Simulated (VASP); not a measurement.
The system is SiTe.

```xyz
4
Lattice="3.7090 0.0000 0.0000 -1.8545 3.2121 0.0000 0.0000 0.0000 6.1801" Properties=species:S:1:pos:R:3 pbc="T T T"
Si    0.0000    0.0000    4.9599
Si    0.0000    0.0000    1.2202
Te    0.0000    2.1414    3.7983
Te    1.8545    1.0707    2.3818
```

| Quantity | Value |
| --- | --- |
| Program | VASP 6.6.1 |
| Task | relaxation of cell and atoms |
| Functional | PBE |
| Potentials or basis | VASP PAW PBE potentials, release 64 (Si, Te) |
| Cutoff | 600 eV |
| k mesh | 6 × 6 × 4 |
| Occupations | gaussian, width 0.1 eV |
| Spin | no spin polarisation |

At the start: pressure 58.8 GPa; volume 18.41 Å³/atom.

Task: Where does the relaxation end?

Result: Over 35 steps the energy falls by 1720.4 meV/atom and the volume is 37.72 Å³/atom (+104.9 %); space group P-3m1 (No. 164, to 0.05 Å).

Step by step:
```csv
step,energy change (eV),largest force (eV/Å),pressure (GPa),volume (Å³)
1,0.0000,5.6427,58.83,73.63
2,-4.6995,0.8299,-6.93,171.41
3,-6.3349,0.6486,-0.75,118.24
4,-6.3351,0.6608,-0.38,117.21
5,-6.3872,0.4678,0.07,116.18
6,-6.4488,0.3843,1.36,113.79
7,-6.4926,0.2034,0.52,116.54
8,-6.5331,0.1396,-0.96,122.26
9,-6.5676,0.1147,-1.00,122.76
10,-6.6733,0.1455,-1.14,123.87
11,-6.7857,0.3934,-0.37,124.32
12,-6.7856,0.3421,-0.54,124.39
13,-6.7901,0.2181,0.91,121.55
14,-6.7951,0.0963,0.29,122.73
15,-6.8009,0.0911,0.28,123.58
16,-6.8151,0.0528,0.13,126.12
17,-6.8252,0.0442,-0.08,131.17
18,-6.8568,0.1844,0.01,141.16
19,-6.8229,0.6727,0.72,160.74
20,-6.8251,0.6539,0.68,161.21
21,-6.8308,0.5981,0.57,162.62
22,-6.8397,0.4883,0.36,165.43
23,-6.8481,0.2802,0.00,171.05
24,-6.8483,0.2141,-0.11,172.86
25,-6.8497,0.2122,-0.10,172.30
26,-6.8534,0.2070,-0.05,170.63
27,-6.8599,0.1996,0.04,167.30
28,-6.8688,0.2020,0.28,160.72
29,-6.8677,0.2671,0.99,147.86
30,-6.8705,0.2528,0.73,152.47
31,-6.8765,0.1325,0.49,151.34
32,-6.8794,0.0402,0.19,149.85
33,-6.8795,0.0474,0.18,149.78
34,-6.8803,0.0427,0.13,150.06
35,-6.8816,0.0297,-0.03,150.88
```

Final structure:
```
Si Te
1.0
     3.84911    0.00000    0.00000
    -1.92455    3.33343    0.00000
     0.00000    0.00000   11.75942
Si Te
2 2
Cartesian
  0.0000 0.0000 9.4795
  0.0000 0.0000 2.2800
  0.0000 2.2223 7.9540
  1.9246 1.1111 3.8054
```

Caveat: the volume moved by over 15 % at a fixed basis, so the end points are rough.
